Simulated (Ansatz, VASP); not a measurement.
# One calculation of AlN, two programs

File INCAR:

```
SYSTEM = AlN
PREC     = Accurate       ! precision mode
ENCUT    = 520            ! plane-wave cutoff, eV
EDIFF    = 1E-7           ! SCF threshold, eV
ISMEAR   = -1             ! smearing method
SIGMA    = 0.02           ! smearing width, eV
LREAL    = .False.        ! projectors in reciprocal space
LASPH    = .True.         ! aspherical terms in the spheres
NELM     = 80             ! most SCF steps
ALGO     = Normal         ! electronic algorithm
ISIF     = 2              ! what is computed and relaxed
LWAVE    = .False.        ! write WAVECAR
LCHARG   = .True.         ! write CHGCAR
GGA      = PE             ! functional
LELF     = .True.         ! ELF
LVHAR    = .True.       
NBANDS   = 11             ! bands
```

Contents of KPOINTS:

```
regular mesh
0
Gamma
  10 10 10
  0 0 0
```

The input POSCAR:

```
AlN
1.0
    0.0000000000      2.1403049418      2.1848764208
    2.1403049418      0.0000000000      2.1848764208
    2.1403049418      2.1403049418      0.0000000000
Al N
1 1
Direct
    0.0000000000      0.0000000000      0.0000000000
    0.2500000000      0.2500000000      0.2500000000
```

Input for Ansatz:

```yaml
crystal:
  lattice:
    - [0.0, 2.1403049418, 2.1848764208]
    - [2.1403049418, 0.0, 2.1848764208]
    - [2.1403049418, 2.1403049418, 0.0]
  atoms:
    - { symbol: Al, position: [0.0, 0.0, 0.0] }
    - { symbol: "N", position: [0.25, 0.25, 0.25] }
kpoints:
  mp_grid: { grid: [10, 10, 10] }
  band_path:
    path:
      - [0.0, 0.0, 0.0]
      - [-0.5, -0.5, 0.0]
      - [-0.375, -0.375, 0.25]
      - [-0.375, 0.0, 0.375]
      - [0.0, 0.0, 0.5]
      - [-0.5, -0.25, 0.25]
    npoints: 1
hamiltonian:
  xc: pbe
scf:
  occupations: { method: fermi_dirac, width: 0.02 }
  n_extra_bands: 4
output:
  forces: true
  stress: true
  eigenvalues: true
```

Change from the starting cell: biaxial_xy strain -2.0%.

Alike in both runs: task single point; functional PBE; k mesh 10 × 10 × 10; occupations fermi-dirac, width 0.02 eV; no spin polarisation.

|  | VASP | Ansatz |
| --- | --- | --- |
| version | VASP 6.6.1 | Ansatz 0.2.0 |
| potentials or method | VASP PAW PBE potentials, release 64 (Al, N) | plane waves, PAW |
| plane-wave cutoff (eV) | 520 | 420 |
| valence electrons in the cell | 8 | 8 |

Ansatz gave:

| Item | Value |
| --- | --- |
| gap on the k mesh at the Fermi level (eV) | 3.28 |
| pressure (GPa) | 14.0 |
| traceless stress, the component that is largest in VASP (GPa) | -1.85 |

Task: Estimate VASP's values.

Result: gap on the k mesh at the Fermi level (eV): 3.28; pressure (GPa): 13.7; traceless stress, the component that is largest in VASP (GPa): -1.86.
